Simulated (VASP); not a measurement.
Input of a VASP 6.6.1 run:

The input INCAR:

```
ALGO     = Normal         # electronic algorithm
EDIFF    = 1E-6           # SCF threshold, eV
EDIFFG   = -0.01          # ionic threshold
ENCUT    = 600            # plane-wave cutoff, eV
GGA      = PE             # functional
IBRION   = 2              # ionic algorithm
ISIF     = 4              # what is computed and relaxed
ISMEAR   = 0              # smearing method
IVDW     = 12             # dispersion correction
LASPH    = T              # aspherical terms in the spheres
LCHARG   = F              # write CHGCAR
LREAL    = F              # projectors in reciprocal space
LWAVE    = F              # write WAVECAR
NELM     = 100            # most SCF steps
NSW      = 50             # ionic steps
PREC     = Accurate       # precision mode
SIGMA    = 0.02           # smearing width, eV
```

File KPOINTS:

```
k-points
0
Gamma
  12 12 2
```

File POSCAR:

```
Te2Mo
1.0
    3.4610815386      0.0000000000      0.0000000000
   -1.7305407693      2.9973845370      0.0000000000
    0.0000000000      0.0000000000     13.5624430107
Te Mo
4 2
Direct
    0.3333333333      0.6666666667      0.6173401534
    0.6666666667      0.3333333333      0.1173401534
    0.3333333333      0.6666666667      0.8826598466
    0.6666666667      0.3333333333      0.3826598466
    0.3333333333      0.6666666667      0.2500000000
    0.6666666667      0.3333333333      0.7500000000
```

Potentials or basis: VASP PAW PBE potentials, release 64 (Te, Mo_sv).

Command:

```sh
$ cat potpaw_PBE.64/Te/POTCAR potpaw_PBE.64/Mo_sv/POTCAR > POTCAR
$ mpirun -np 1 vasp_std > vasp.out
```

Question: What does it give for the band gap on the k mesh?

Answer: 0.51 eV (least direct gap 0.90 eV).

Question: Estimate the dispersion energy per atom.

Answer: -0.571 eV.

The path:
```tsv
step	energy change (eV)	largest force (eV/Å)	pressure (GPa)	volume (Å³)
1	0.0000	0.4387	3.40	140.70
2	-0.0196	0.0429	1.89	140.70
3	-0.0196	0.0539	1.94	140.70
4	-0.0241	0.0319	1.76	140.70
5	-0.0259	0.0084	1.56	140.70
```

Caveat: spin-orbit coupling is left out, which moves the levels of the heavy elements. A k mesh can miss the band edges.
